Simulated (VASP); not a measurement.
A run of VASP 6.6.1 is set up as follows.

The input INCAR:

```
SYSTEM = Li
  PREC = Accurate
  ENCUT = 520
  EDIFF = 1E-6
  ISMEAR = 0
  SIGMA = 0.15
  LREAL = .False.
  LASPH = .True.
  NELM = 80
  ALGO = Normal
  ISIF = 2
  LWAVE = .False.
  LCHARG = .False.
  NBANDS = 8
```

KPOINTS

```
regular mesh
0
Gamma
  18 18 18
  0 0 0
```

POSCAR

```
Li
1.0
    0.0000000000      2.2020000000      2.0698800000
    2.2020000000      0.0000000000      2.0698800000
    2.2020000000      2.2020000000      0.0000000000
Li
1
Direct
    0.0000000000      0.0000000000      0.0000000000
```

Potentials or basis: VASP PAW LDA potentials, release 64 (Li_sv).

Command:

```sh
$ cat potpaw_LDA.64/Li_sv/POTCAR > POTCAR
$ mpirun -np 1 vasp_std > vasp.out
```

Question: What does it give for the band gap on the k mesh?

Answer: Zero (an odd number of electrons rules out a gap without spin polarisation).

Caveat: the cell differs from its parent crystal (strain -0.0600 x Voigt [0, 0, 1, 0, 0, 0]).
